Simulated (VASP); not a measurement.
# BaNa: single point with r2SCAN

BaNa:

```xyz
2
Lattice="4.7329 0.0000 0.0000 0.0000 4.7329 0.0000 0.0000 0.0000 4.7329" Properties=species:S:1:pos:R:3 pbc="T T T"
Na    0.0000    0.0000    0.0000
Ba    2.3664    2.3664    2.3664
```

```yaml
Program: VASP 6.6.1
Task: single point
Functional: r2SCAN
Potentials_or_basis: VASP PAW PBE potentials, release 64 (Na_pv, Ba_sv)
Cutoff: 520 eV
k_mesh: 9 × 9 × 9
Occupations: gaussian, width 0.1 eV
Spin: no spin polarisation
Dipole_correction: no
Further_INCAR_settings: ALGO = Normal; EDIFF = 1e-06; NBANDS = 16
```

```
Pressure               : 0.0 GPa
Band gap on the k mesh : zero (an odd number of electrons rules out a gap without spin polarisation)
```

Levels at points of the mesh, in eV from the Fermi level:
| k point | band 4 | band 5 | band 6 | band 7 | band 8 | band 9 | band 10 | band 11 | band 12 | band 13 |
| --- | --- | --- | --- | --- | --- | --- | --- | --- | --- | --- |
| (0.00, 0.00, 0.00) | -25.62 | -15.03 | -15.03 | -15.03 | -3.16 | 0.38 | 0.38 | 3.36 | 3.36 | 3.36 |

Wall time 100 s on 1 thread of Intel(R) Xeon(R) Platinum 8375C CPU @ 2.90GHz (Ice Lake), with other jobs on the host, peak memory 0.25 GiB.

Caveat: the PAW data sets were made with another functional, which shifts forces and pressure a little; spin-orbit coupling is left out, which moves the levels of the heavy elements.
